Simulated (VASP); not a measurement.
Wanted: the native input for a VASP 6.6.1 run.

```
Task                   : single point
Functional             : PBEsol
Potentials or basis    : VASP PAW PBE potentials, release 64 (Ta_pv)
Cutoff                 : 520 eV
k mesh                 : 10 × 10 × 10
Occupations            : gaussian, width 0.15 eV
Spin                   : no spin polarisation
Dipole correction      : no
Further INCAR settings : ALGO = Fast; EDIFF = 1e-07; NBANDS = 54
```

The structure of Ta lies in POSCAR:

```
Ta
1.0
   -3.3025600000     -3.3025600000      3.3025600000
   -3.3025600000      3.3025600000     -3.3025600000
    3.3025600000     -3.3025600000     -3.3025600000
Ta
8
Direct
    0.5000000000      0.4574118260      0.4574118260
    0.0000000000      0.5000000000      0.5000000000
    0.5000000000      0.0000000000      0.5000000000
    0.0000000000      0.0000000000      0.5000000000
    0.5000000000      0.5000000000      0.0000000000
    0.0000000000      0.5000000000      0.0000000000
    0.5000000000      0.0000000000      0.0000000000
    0.0000000000      0.0000000000      0.0000000000
```

This cell differs from its parent crystal: atom 1 (Ta) moved +0.281 Å along Cartesian [0 0 1].

One way to write it, as run:

INCAR

```
SYSTEM = Ta
  PREC = Accurate
  ENCUT = 520
  EDIFF = 1E-7
  ISMEAR = 0
  SIGMA = 0.15
  LREAL = .False.
  LASPH = .True.
  NELM = 60
  ALGO = Fast
  ISIF = 2
  LWAVE = .False.
  LCHARG = .False.
  GGA = PS
  NBANDS = 54
```

KPOINTS

```
Automatic mesh
0
Gamma
  10 10 10
  0 0 0
```

Potentials or basis: VASP PAW PBE potentials, release 64 (Ta_pv).

Run with:

```sh
$ cat potpaw_PBE.64/Ta_pv/POTCAR > POTCAR
$ mpirun -np 1 vasp_std > vasp.out
```

Results of the run:

```
Pressure               : -2.2 GPa
Largest force          : 2.754 eV/Å
Band gap on the k mesh : zero (bands 44 and 45 overlap by 2.53 eV)
```

Caveat: the cell differs from its parent crystal (atom 1 (Ta) moved +0.281 Å along Cartesian [0 0 1]); the PAW data sets were made with another functional, which shifts forces and pressure a little; spin-orbit coupling is left out, which moves the levels of the heavy elements.

Run time: 46 min on 1 thread of Intel Xeon 8259CL, with other jobs on the host, peak memory 0.69 GiB.
